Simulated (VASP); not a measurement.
Runs of VASP 6.6.1 on C. The structure is that of space group P6_3/mmc (No. 194), or close to it. The cells are those of the table. 

| task | cell | k mesh | cutoff (eV) | gap on the mesh (eV) | pressure (GPa) | largest force (eV/Å) |
| --- | --- | --- | --- | --- | --- | --- |
| relaxation of cell and atoms | relaxed from a = 2.520, b = 2.520, c = 4.120 Å, angles 90.0, 90.0, 120.0°, 4 atoms | 8 × 8 × 4 | 600 | 3.40 | 0.1 | - |
| single point | a = 2.579, b = 2.579, c = 4.296 Å, angles 90.0, 90.0, 120.0°, 4 atoms | 13 × 13 × 7 | 520 | (b) | -42.0 | 0.12 |
| single point | a = 2.450, b = 2.450, c = 4.080 Å, angles 90.0, 90.0, 120.0°, 4 atoms | 13 × 13 × 7 | 520 | 3.01 | 22.4 | 0.06 |
| single point | a = 2.415, b = 2.415, c = 4.023 Å, angles 90.0, 90.0, 120.0°, 4 atoms | 13 × 13 × 7 | 520 | 2.85 | 47.5 | 0.12 |
| single point | a = 2.516, b = 2.516, c = 4.191 Å, angles 90.0, 90.0, 120.0°, 4 atoms | 13 × 13 × 7 | 520 | (c) | -15.7 | 0.04 |
| single point | a = 2.380, b = 2.380, c = 3.964 Å, angles 90.0, 90.0, 120.0°, 4 atoms | 13 × 13 × 7 | 520 | 2.68 | 77.7 | 0.18 |
| single point | a = 2.483, b = 2.483, c = 4.136 Å, angles 90.0, 90.0, 120.0°, 4 atoms | 14 × 14 × 7 | 520 | 3.13 | 1.6 | 0.01 |
| single point | a = 2.483, b = 2.483, c = 4.136 Å, angles 90.0, 90.0, 120.0°, 4 atoms | 13 × 13 × 7 | 520 | 3.14 | 1.6 | 0.01 |
| single point | a = 2.548, b = 2.548, c = 4.244 Å, angles 90.0, 90.0, 120.0°, 4 atoms | 13 × 13 × 7 | 520 | 3.37 | -30.1 | (a) |
| single point | a = 2.483, b = 2.483, c = 4.136 Å, angles 90.0, 90.0, 120.0°, 4 atoms | 8 × 8 × 4 | 520 | 3.39 | 1.6 | - |

Alike in all rows: level LDA; potentials or basis VASP PAW LDA potentials, release 64 (C); no spin polarisation; smearing fermi-dirac 0.05 eV.

Question: Estimate the missing entries.

Answer: (a) 0.08; (b) 3.47; (c) 3.27.

A k mesh can miss the band edges.
